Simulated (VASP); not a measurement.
# BN (Cmcm) in VASP: notebook

Runs on BN. Level: r2SCAN. Tasks: single point.

All numbers are computed with VASP 6.6.1; they aren't measurements. Logs are shortened: lines on timing, memory, paths and dates and some standing lists are left out, and cuts for length are marked.

## Step 1: The cell of the first run

Symmetry: Cmcm, No. 63, orthorhombic system. The conventional cell has a = 2.579 Å, b = 4.207 Å, c = 6.661 Å, α = 90.00°, β = 90.00°, γ = 90.00°. Within 1.9 Å of B (site symmetry m2m) lie 3 N at 1.40 to 1.47 Å. Within 1.9 Å of N (site symmetry m2m) lie 3 B at 1.40 to 1.47 Å.

## Step 2: Single point, r2SCAN (strain +0.0300 x Voigt [1, -1, 0, 0, 0, 0])

File POSCAR:

```
BN
1.0
    2.5791114554      0.0000000000      0.0000000000
   -1.2895557277      2.1034648140      0.0000000000
    0.0000000000      0.0000000000      6.6612000000
B N
2 2
Direct
    0.3333333333      0.6666666667      0.2500000000
    0.6666666667      0.3333333333      0.7500000000
    0.3333333333      0.6666666667      0.7500000000
    0.6666666667      0.3333333333      0.2500000000
```

File INCAR.step1:

```
ALGO     = Normal         # electronic algorithm
EDIFF    = 1E-4           # SCF threshold, eV
ENCUT    = 520            # plane-wave cutoff, eV
GGA      = PE             # functional
ISMEAR   = 0              # smearing method
LASPH    = True           # aspherical terms in the spheres
LCHARG   = False          # write CHGCAR
LREAL    = False          # projectors in reciprocal space
LWAVE    = True           # write WAVECAR
NBANDS   = 16             # bands
NELM     = 60             # most SCF steps
PREC     = Accurate       # precision mode
SIGMA    = 0.05           # smearing width, eV
```

File INCAR.step2:

```
ALGO     = Normal         # electronic algorithm
EDIFF    = 1E-6           # SCF threshold, eV
ENCUT    = 520            # plane-wave cutoff, eV
ISIF     = 2              # what is computed and relaxed
ISMEAR   = 0              # smearing method
ISTART   = 1            
LASPH    = True           # aspherical terms in the spheres
LCHARG   = True           # write CHGCAR
LELF     = True           # ELF
LMIXTAU  = True         
LREAL    = False          # projectors in reciprocal space
LVHAR    = True         
LWAVE    = False          # write WAVECAR
METAGGA  = R2SCAN         # meta-GGA
NBANDS   = 16             # bands
NELM     = 60             # most SCF steps
PREC     = Accurate       # precision mode
SIGMA    = 0.05           # smearing width, eV
```

File KPOINTS:

```
k-points
0
Gamma
  12 12 4
```

Potentials or basis: VASP PAW PBE potentials, release 64 (B, N).

On the command line:

```
cat potpaw_PBE.64/B/POTCAR potpaw_PBE.64/N/POTCAR > POTCAR
cp INCAR.step1 INCAR
mpirun -np 1 vasp_std > vasp.out
cp INCAR.step2 INCAR
mpirun -np 1 vasp_std > vasp.out
```

OUTCAR:

```text
EDIFF = 1E-6
   ENCUT = 520
   ISIF = 2
   ISMEAR = 0
   ISTART = 1
   LASPH = True
   LREAL = False
   METAGGA = R2SCAN
   NELM = 60
   PREC = Accurate

 ion  position               nearest neighbor table
   1  0.333  0.667  0.250-   4 1.40   4 1.47   4 1.47
   2  0.667  0.333  0.750-   3 1.40   3 1.47   3 1.47
   3  0.333  0.667  0.750-   2 1.40   2 1.47   2 1.47
   4  0.667  0.333  0.250-   1 1.40   1 1.47   1 1.47

  Warning from LATTYP: Monoclinic adjustment (A1->A3, A2->A1, A3->A2)!
  LATTYP: Found a base centered orthorhombic cell.
 ALAT       =     2.5791114554
 B/A-ratio  =     1.6311546441
 C/A-ratio  =     2.5827499568

  Lattice vectors:

 A1 = (   1.2895557277,  -2.1034648140,   0.0000000000)
 A2 = (   1.2895557277,   2.1034648140,   0.0000000000)
 A3 = (   0.0000000000,   0.0000000000,   6.6612000000)

Analysis of symmetry for initial positions (statically):
=====================================================================
 Subroutine PRICEL returns:
 Original cell was already a primitive cell.

 Routine SETGRP: Setting up the symmetry group for a
 base centered orthorhombic supercell.

 Subroutine GETGRP returns: Found  8 space group operations
 (whereof  4 operations were pure point group operations)
 out of a pool of  8 trial point group operations.

The static configuration has the point symmetry C_2h.
 The point group associated with its full space group is D_2h.

Analysis of symmetry for dynamics (positions and initial velocities):
=====================================================================
 Subroutine PRICEL returns:
 Original cell was already a primitive cell.

 Routine SETGRP: Setting up the symmetry group for a
 base centered orthorhombic supercell.

 Subroutine GETGRP returns: Found  8 space group operations
 (whereof  4 operations were pure point group operations)
 out of a pool of  8 trial point group operations.

The dynamic configuration has the point symmetry C_2h.
 The point group associated with its full space group is D_2h.

 Subroutine INISYM returns: Found  8 space group operations
 (whereof  4 operations are pure point group operations),
 and found     1 'primitive' translations

----------------------------------------------------------------------------------------

                                     Primitive cell

  volume of cell :      36.1375

  direct lattice vectors                    reciprocal lattice vectors
     2.579111455  0.000000000  0.000000000     0.387730432  0.237703049  0.000000000
    -1.289555728  2.103464814  0.000000000     0.000000000  0.475406098  0.000000000
     0.000000000  0.000000000  6.661200000     0.000000000  0.000000000  0.150123101

  length of vectors
     2.579111455  2.467289646  6.661200000     0.454794050  0.475406098  0.150123101

  position of ions in fractional coordinates (direct lattice)
     0.333333333  0.666666667  0.250000000
     0.666666667  0.333333333  0.750000000
     0.333333333  0.666666667  0.750000000
     0.666666667  0.333333333  0.250000000

  ion indices of the primitive-cell ions
   primitive index   ion index
                 1           1
                 2           2
                 3           3
                 4           4

----------------------------------------------------------------------------------------

 KPOINTS: k-points

Automatic generation of k-mesh.
 Grid dimensions read from file:
 generate k-points for:   12   12    4

 Generating k-lattice:

  Cartesian coordinates                     Fractional coordinates (reciprocal lattice)
     0.032310869  0.019808587  0.000000000     0.083333333  0.000000000  0.000000000
     0.000000000  0.039617175  0.000000000     0.000000000  0.083333333  0.000000000
     0.000000000  0.000000000  0.037530775     0.000000000  0.000000000  0.250000000

  Length of vectors
     0.037899504  0.039617175  0.037530775

  Shift w.r.t. Gamma in fractional coordinates (k-lattice)
     0.000000000  0.000000000  0.000000000

 Subroutine IBZKPT returns following result:
 ===========================================

 Found    129 irreducible k-points:

 Following reciprocal coordinates:
            Coordinates               Weight
  0.000000  0.000000  0.000000      1.000000
  0.083333  0.000000  0.000000      4.000000
  0.166667  0.000000  0.000000      4.000000
  0.250000  0.000000  0.000000      4.000000
  0.333333  0.000000  0.000000      4.000000
  0.416667  0.000000  0.000000      4.000000
[... 16 lines left out ...]
  0.333333  0.166667  0.000000      4.000000
  0.416667  0.166667  0.000000      4.000000
 [... further k-points ...]
   k-points           NKPTS =    129   k-points in BZ     NKDIM =    129   number of bands    NBANDS=     16
   number of dos      NEDOS =    301   number of ions     NIONS =      4
   total plane-waves  NPLWV =  18000
   dimension x,y,z NGX =    20 NGY =   18 NGZ =   50
   dimension x,y,z NGXF=    40 NGYF=   36 NGZF=  100
   ions per type =               2   2
   NGX,Y,Z   is equivalent  to a cutoff of  12.89, 12.13, 12.48 a.u.
   NGXF,Y,Z  is equivalent  to a cutoff of  25.78, 24.26, 24.96 a.u.
 SYSTEM =  unknown system
   PREC   = accura    normal or accurate (medium, high low for compatibility)
   ISTART =      1    job   : 0-new  1-cont  2-samecut
   ICHARG =      0    charge: 1-file 2-atom 10-const
   ISPIN  =      1    spin polarized calculation?
   LNONCOLLINEAR =      F non collinear calculations
   LSORBIT =      F    spin-orbit coupling
   LASPH  =      T    aspherical Exc in radial PAW
   ENCUT  =  520.0 eV  38.22 Ry    6.18 a.u.   4.80  4.59 12.39*2*pi/ulx,y,z
   NELM   =     60;   NELMIN=  2; NELMDL=  0     # of ELM steps
   EDIFF  = 0.1E-05   stopping-criterion for ELM
   LREAL  =      F    real-space projection
[... 7 lines left out ...]
   TEBEG  =    0.0;   TEEND  =   0.0 temperature during run
   PSTRESS=    0.0 pullay stress
   NELECT =      16.0000    total number of electrons
   NUPDOWN=      -1.0000    fix difference up-down
   EMIN   =  10.00;   EMAX   =-10.00  energy-range for DOS
   EFERMI =   0.00;   METHOD = LEGACY
   ISMEAR =     0;   SIGMA  =   0.05  broadening in eV -4-tet -1-fermi 0-gaus
   EFERMI_NEDOS =   21; number of points for ismear=-14 and -15
   IALGO  =     38    algorithm
   IMIX   =      4    mixing-type and parameters
     AMIX     =   0.40;   BMIX     =  1.00
     AMIX_MAG =   1.60;   BMIX_MAG =  1.00
  volume/ion in A,a.u.               =       9.03        60.97
  Fermi-wavevector in a.u.,A,eV,Ry     =   1.247754  2.357913 21.182766  1.556889
  Thomas-Fermi vector in A             =   2.381872
   LORBIT       =      0    0 simple, 1 ext, 2 COOP (PROOUT), +10 PAW based schemes
   METAGGA = R2SCAN    functional components
   LHFCALC =     F    Hartree Fock is set to
   AEXX    =    0.0000 exact exchange contribution
   IVDW    =     0    specifies the selected vdW correction
   LEPSILON=     F    determine dielectric tensor
   LRPA    =     F    only Hartree local field effects (RPA)
 non-spin polarized calculation
 Gauss-broadening in eV      SIGMA  =   0.05
  energy-cutoff  :      520.00
  volume of cell :       36.14
 maximum number of plane-waves:       992
   NGX =  9   NGY =  9   NGZ = 25

 number of electron      16.0000000 magnetization

 Free energy of the ion-electron system (eV)
  ---------------------------------------------------
  ext. energy  EPLUGINS =         0.00000000
  ---------------------------------------------------
  free energy    TOTEN  =       -38.43614770 eV

  energy without entropy =      -38.43614770  energy(sigma->0) =      -38.43614770

 E-fermi :   2.2955     XC(G=0): -10.7199

 val. band max:        2.0769366834   @ k =   0.2500   0.3333   0.0000
 cond. band min:       6.7400845179   @ k =   0.5000   0.0000   0.0000
 fundamental gap:      4.6631478346
 Fermi energy:         2.2954520238

 k-point     1 :       0.0000    0.0000    0.0000
  band No.  band energies     occupation
      1     -16.8092      2.00000
      2     -16.5258      2.00000
      3      -4.3749      2.00000
      4      -2.2205      2.00000
      5       0.5589      2.00000
      6       0.5994      2.00000
[... 8 lines left out ...]
     15      16.2838      0.00000
     16      16.3345      0.00000

 k-point     2 :       0.0833    0.0000    0.0000
  band No.  band energies     occupation
      1     -16.6722      2.00000
      2     -16.3931      2.00000
      3      -4.1868      2.00000
      4      -2.0511      2.00000
      5      -0.0211      2.00000
      6       0.0150      2.00000
[... 8 lines left out ...]
     15      15.7096      0.00000
     16      16.5979      0.00000

 k-point     3 :       0.1667    0.0000    0.0000
  band No.  band energies     occupation
      1     -16.2691      2.00000
      2     -16.0032      2.00000
      3      -3.6297      2.00000
      4      -1.5542      2.00000
      5      -1.5506      2.00000
      6      -1.4998      2.00000
[... 8 lines left out ...]
     15      16.6381      0.00000
     16      17.7081      0.00000

 k-point     4 :       0.2500    0.0000    0.0000
  band No.  band energies     occupation
      1     -15.6293      2.00000
      2     -15.3868      2.00000
      3      -3.4540      2.00000
      4      -3.3814      2.00000
      5      -2.7307      2.00000
      6      -0.8241      2.00000
[... 8 lines left out ...]
     15      18.3374      0.00000
     16      18.6871      0.00000

 k-point     5 :       0.3333    0.0000    0.0000
  band No.  band energies     occupation
      1     -14.8251      2.00000
      2     -14.6208      2.00000
      3      -5.3116      2.00000
      4      -5.2195      2.00000
      5      -1.5601      2.00000
      6      -1.4252      2.00000
[... 8 lines left out ...]
     15      18.2236      0.00000
     16      20.8560      0.00000

 k-point     6 :       0.4167    0.0000    0.0000
  band No.  band energies     occupation
      1     -14.0355      2.00000
      2     -13.8937      2.00000
      3      -6.7609      2.00000
      4      -6.6657      2.00000
      5      -1.8219      2.00000
      6      -1.7586      2.00000
[... 8 lines left out ...]
     15      18.3462      0.00000
     16      21.8672      0.00000
[... 267 lines left out ...]
 k-point    21 :       0.1667    0.1667    0.0000
  band No.  band energies     occupation
      1     -15.1547      2.00000
      2     -14.9290      2.00000
      3      -3.8652      2.00000
      4      -3.8201      2.00000
      5      -2.0609      2.00000
      6      -1.9640      2.00000
[... 8 lines left out ...]
     15      17.5600      0.00000
     16      17.7349      0.00000

 k-point    22 :       0.2500    0.1667    0.0000
  band No.  band energies     occupation
      1     -14.3763      2.00000
      2     -14.1914      2.00000
      3      -5.4011      2.00000
      4      -5.3280      2.00000
      5      -2.7173      2.00000
      6      -2.6448      2.00000
[... 8 lines left out ...]
     15      16.7550      0.00000
     16      18.1887      0.00000

 k-point    23 :       0.3333    0.1667    0.0000
  band No.  band energies     occupation
      1     -13.6546      2.00000
      2     -13.5337      2.00000
      3      -6.5982      2.00000
      4      -6.5080      2.00000
      5      -3.2392      2.00000
      6      -3.1611      2.00000
[... 8 lines left out ...]
     15      17.3403      0.00000
     16      19.8495      0.00000

 k-point    24 :       0.4167    0.1667    0.0000
  band No.  band energies     occupation
      1     -13.3767      2.00000
      2     -13.3042      2.00000
      3      -6.9901      2.00000
      4      -6.8948      2.00000
      5      -3.4662      2.00000
      6      -3.3877      2.00000
[... 8 lines left out ...]
     15      17.7691      0.00000
     16      20.9668      0.00000

 [... further k-points ...]

------------------------ aborting loop because EDIFF is reached ----------------------------------------

  FORCE on cell =-STRESS in cart. coord.  units (eV):
  Direction    XX          YY          ZZ          XY          YZ          ZX
  --------------------------------------------------------------------------------------
  -------------------------------------------------------------------------------------
  Total       -4.9908170      5.4823459      0.1266140      0.0000000      0.0000000      0.0000000
  in kB     -221.2709467    243.0631841      5.6135086      0.0000000      0.0000000      0.0000000
  external PRESSURE =       9.1352487 kB  Pullay stress =       0.0000000 kB

 VOLUME and BASIS-vectors are now :
 -----------------------------------------------------------------------------
  energy-cutoff  :      520.00
  volume of cell :       36.14
      direct lattice vectors                 reciprocal lattice vectors
     2.579111455  0.000000000  0.000000000     0.387730432  0.237703049  0.000000000
    -1.289555728  2.103464814  0.000000000     0.000000000  0.475406098  0.000000000
     0.000000000  0.000000000  6.661200000     0.000000000  0.000000000  0.150123101

 POSITION                                       TOTAL-FORCE (eV/Angst)
 -----------------------------------------------------------------------------------
     -0.00000      1.40231      1.66530        -0.000000     -0.828527      0.000000
      1.28956      0.70115      4.99590         0.000000      0.828527      0.000000
     -0.00000      1.40231      4.99590         0.000000     -0.840491      0.000000
      1.28956      0.70115      1.66530        -0.000000      0.840491     -0.000000
 -----------------------------------------------------------------------------------
    total drift:                                0.000000     -0.000000     -0.000000

  FREE ENERGIE OF THE ION-ELECTRON SYSTEM (eV)
  ---------------------------------------------------
  free  energy   TOTEN  =       -38.4361476957 eV

  energy  without entropy=      -38.4361476957  energy(sigma->0) =      -38.43614770
```

Run time: 5.3 min. Hardware: 1 thread of AMD EPYC 7R43 (Zen 3), shared host; peak memory 0.15 GiB.

Results:

```yaml
Free_energy: -38.4361 eV
Pressure: 0.9 GPa
Largest_force: 0.840 eV/Å
Band_gap_on_the_k_mesh: 4.66 eV (least direct gap 5.31 eV)
```

Forces on the atoms (eV/Å):
```
B    0.000 -0.829  0.000
B    0.000  0.829  0.000
N    0.000 -0.840  0.000
N    0.000  0.840  0.000
```

Levels at points of the mesh, in eV from the valence-band top:
| k point | band 4 | band 5 | band 6 | band 7 | band 8 | band 9 | band 10 | band 11 | band 12 | band 13 |
| --- | --- | --- | --- | --- | --- | --- | --- | --- | --- | --- |
| (0.00, 0.00, 0.00) | -4.30 | -1.52 | -1.48 | -1.33 | -1.29 | 5.51 | 10.95 | 11.59 | 11.71 | 11.72 |
| (0.50, 0.00, 0.00) | -9.33 | -4.04 | -3.97 | -1.72 | -0.67 | 4.66 | 6.27 | 10.54 | 11.28 | 13.01 |
| (0.00, 0.50, 0.00) | -9.13 | -4.95 | -4.88 | -1.10 | -0.22 | 5.09 | 6.20 | 9.19 | 9.31 | 13.57 |
| (0.00, 0.00, 0.50) | -5.50 | -1.50 | -1.50 | -1.31 | -1.31 | 7.96 | 7.96 | 11.66 | 11.66 | 12.36 |
| (0.50, 0.00, 0.50) | -9.38 | -4.00 | -4.00 | -1.18 | -1.18 | 5.21 | 5.21 | 11.17 | 11.17 | 14.17 |
| (0.00, 0.50, 0.50) | -9.15 | -4.92 | -4.92 | -0.63 | -0.63 | 5.41 | 5.41 | 9.37 | 9.37 | 14.34 |

Caveat: the cell differs from its parent crystal (strain +0.0300 x Voigt [1, -1, 0, 0, 0, 0]); the stress differs along the axes, from -22 to 24 GPa; the PAW data sets were made with another functional, which shifts forces and pressure a little. A k mesh can miss the band edges.

## Step 3: Single point, r2SCAN (strain -0.0200 x Voigt [1, -1, 0, 0, 0, 0])

Changes to POSCAR since step 2:

```diff
@@ -2,4 +2,4 @@
 1.0
-    2.5791114554      0.0000000000      0.0000000000
-   -1.2895557277      2.1034648140      0.0000000000
+    2.4539118702      0.0000000000      0.0000000000
+   -1.2269559351      2.2118908353      0.0000000000
     0.0000000000      0.0000000000      6.6612000000
```

File INCAR.step1:

```
ALGO     = Normal         # electronic algorithm
EDIFF    = 1E-4           # SCF threshold, eV
ENCUT    = 520            # plane-wave cutoff, eV
GGA      = PE             # functional
ISMEAR   = 0              # smearing method
LASPH    = T              # aspherical terms in the spheres
LCHARG   = F              # write CHGCAR
LREAL    = F              # projectors in reciprocal space
LWAVE    = T              # write WAVECAR
NBANDS   = 16             # bands
NELM     = 80             # most SCF steps
PREC     = Accurate       # precision mode
SIGMA    = 0.05           # smearing width, eV
```

File INCAR.step2:

```
ALGO     = Normal         # electronic algorithm
EDIFF    = 1E-7           # SCF threshold, eV
ENCUT    = 520            # plane-wave cutoff, eV
ISIF     = 2              # what is computed and relaxed
ISMEAR   = 0              # smearing method
ISTART   = 1            
LASPH    = T              # aspherical terms in the spheres
LCHARG   = T              # write CHGCAR
LELF     = T              # ELF
LMIXTAU  = T            
LREAL    = F              # projectors in reciprocal space
LVHAR    = T            
LWAVE    = F              # write WAVECAR
METAGGA  = R2SCAN         # meta-GGA
NBANDS   = 16             # bands
NELM     = 80             # most SCF steps
PREC     = Accurate       # precision mode
SIGMA    = 0.05           # smearing width, eV
```

KPOINTS is that of step 2.

Potentials or basis: VASP PAW PBE potentials, release 64 (B, N).

On the command line:

```
cat potpaw_PBE.64/B/POTCAR potpaw_PBE.64/N/POTCAR > POTCAR
cp INCAR.step1 INCAR
mpirun -np 1 vasp_std > vasp.out
cp INCAR.step2 INCAR
mpirun -np 1 vasp_std > vasp.out
```

It took 6.4 min on 1 thread of AMD EPYC 7R43 (Zen 3), shared host; peak memory 0.15 GiB.

It converged, with:

* Free energy: -38.5236 eV
* Pressure: 0.3 GPa
* Largest force: 0.429 eV/Å
* Band gap on the k mesh: 4.64 eV (least direct gap 5.31 eV)

Forces in eV/Å, atoms in the order of the input:
```
B    0.000  0.422  0.000
B    0.000 -0.422  0.000
N    0.000  0.429  0.000
N    0.000 -0.429  0.000
```

Stress tensor (GPa, compression positive):
```
 15.56   0.00   0.00
  0.00 -15.34   0.00
  0.00   0.00   0.56
```

Levels at points of the mesh, in eV from the valence-band top:
| k point | band 4 | band 5 | band 6 | band 7 | band 8 | band 9 | band 10 | band 11 | band 12 | band 13 |
| --- | --- | --- | --- | --- | --- | --- | --- | --- | --- | --- |
| (0.00, 0.00, 0.00) | -4.26 | -1.51 | -1.47 | -1.28 | -1.24 | 5.55 | 10.99 | 11.39 | 11.81 | 12.72 |
| (0.50, 0.00, 0.00) | -9.20 | -4.52 | -4.45 | -1.34 | -0.38 | 4.93 | 6.27 | 9.87 | 10.19 | 13.35 |
| (0.00, 0.50, 0.00) | -9.31 | -3.92 | -3.85 | -1.76 | -0.69 | 4.64 | 6.29 | 10.67 | 11.53 | 13.01 |
| (0.00, 0.00, 0.50) | -5.46 | -1.49 | -1.49 | -1.26 | -1.26 | 8.02 | 8.02 | 11.70 | 11.70 | 12.78 |
| (0.50, 0.00, 0.50) | -9.23 | -4.49 | -4.49 | -0.84 | -0.84 | 5.36 | 5.36 | 10.20 | 10.20 | 14.30 |
| (0.00, 0.50, 0.50) | -9.37 | -3.88 | -3.88 | -1.21 | -1.21 | 5.20 | 5.20 | 11.39 | 11.39 | 14.19 |

Caveat: the cell differs from its parent crystal (strain -0.0200 x Voigt [1, -1, 0, 0, 0, 0]); the stress differs along the axes, from -15 to 16 GPa; the PAW data sets were made with another functional, which shifts forces and pressure a little. A k mesh can miss the band edges.
